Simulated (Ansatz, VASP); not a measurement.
SiO2: VASP beside Ansatz

```
Si O
1.0
     4.98200    0.00000    0.00000
     0.00000    4.98200    0.00000
     0.00000    0.00000    6.96300
Si O
4 8
Direct
  0.79897 0.20103 0.75000
  0.70103 0.70103 0.50000
  0.20103 0.79897 0.25000
  0.29897 0.29897 0.00000
  0.10347 0.23989 0.82187
  0.26011 0.60347 0.07187
  0.89653 0.76011 0.32187
  0.73989 0.39653 0.57187
  0.60347 0.26011 0.92813
  0.76011 0.89653 0.67813
  0.39653 0.73989 0.42813
  0.23989 0.10347 0.17813
```

Alike in both runs: task single point; functional PBE; k mesh 6 × 6 × 4; occupations gaussian, width 0.012 eV; no spin polarisation.

```csv
,VASP,Ansatz
version,VASP 6.6.1,Ansatz 0.2.0
potentials or method,"VASP PAW PBE potentials, release 64 (Si, O)",Ansatz PAW
plane-wave cutoff (eV),600,420
valence electrons in the cell,64,64
```

Ansatz gave:

| Item | Value |
| --- | --- |
| gap on the k mesh at the Fermi level (eV) | 5.76 |
| least direct gap on the mesh (eV) | 5.76 |
| pressure (GPa) | 6.3 |
| traceless stress, the component that is largest in VASP (GPa) | 0.43 |
| rms of the force components (eV/Å) | 0.199 |

Which values does VASP return?

gap on the k mesh at the Fermi level (eV): 5.76; least direct gap on the mesh (eV): 5.76; pressure (GPa): 6.2; traceless stress, the component that is largest in VASP (GPa): 0.41; rms of the force components (eV/Å): 0.198.

Atom by atom the forces differ by 0.010 eV/Å (rms over components).
